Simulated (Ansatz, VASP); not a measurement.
**PbF2 in VASP and in Ansatz**

INCAR

```
SYSTEM = PbF2
PREC = Accurate ; ENCUT = 520
EDIFF = 1E-7 ; ISMEAR = 0
SIGMA = 0.05 ; LREAL = .False.
LASPH = .True. ; NELM = 80
ALGO = Normal ; ISIF = 2
LWAVE = .False. ; LCHARG = .False.
GGA = PS ; NBANDS = 21
```

The input KPOINTS:

```
regular mesh
0
Gamma
  10 10 10
  0 0 0
```

POSCAR

```
PbF2
1.0
    0.0000000000      3.0003645022      3.0003645022
    3.0003645022      0.0000000000      3.0003645022
    3.0003645022      3.0003645022      0.0000000000
Pb F
1 2
Direct
    0.0000000000      0.0000000000      0.0000000000
    0.2500000000      0.2500000000      0.2500000000
    0.7500000000      0.7500000000      0.7500000000
```

Input for Ansatz:

```yaml
crystal:
  lattice:
    - [0.0, 3.0003645022, 3.0003645022]
    - [3.0003645022, 0.0, 3.0003645022]
    - [3.0003645022, 3.0003645022, 0.0]
  atoms:
    - { symbol: Pb, position: [0.0, 0.0, 0.0] }
    - { symbol: F, position: [0.25, 0.25, 0.25] }
    - { symbol: F, position: [0.75, 0.75, 0.75] }
basis:
  ecutwfc: 420
  ecutrho_ratio: 4
kpoints:
  mp_grid: { grid: [10, 10, 10] }
hamiltonian:
  xc: pbesol
scf:
  occupations: { method: gaussian, width: 0.05 }
output:
  forces: true
  stress: true
  eigenvalues: true
  populations: true
```

Alike in both runs: task single point; functional PBEsol; k mesh 10 × 10 × 10; occupations gaussian, width 0.05 eV; no spin polarisation.

```csv
,VASP,Ansatz
version,VASP 6.6.1,Ansatz 0.2.0
potentials or method,"VASP PAW PBE potentials, release 64 (Pb_d, F), cutoff 520 eV","scalar-relativistic, plane waves, PAW"
valence electrons in the cell,28,28
```

Ansatz gave:

* gap on the k mesh at the Fermi level (eV): 4.32
* least direct gap on the mesh (eV): 4.46
* pressure (GPa): -3.5

Problem. What did VASP give for the same quantities?

Solution. gap on the k mesh at the Fermi level (eV): 4.31; least direct gap on the mesh (eV): 4.46; pressure (GPa): -3.7.

VASP's potentials were made for PBE, not for PBEsol.

Neither program's run includes spin-orbit coupling.
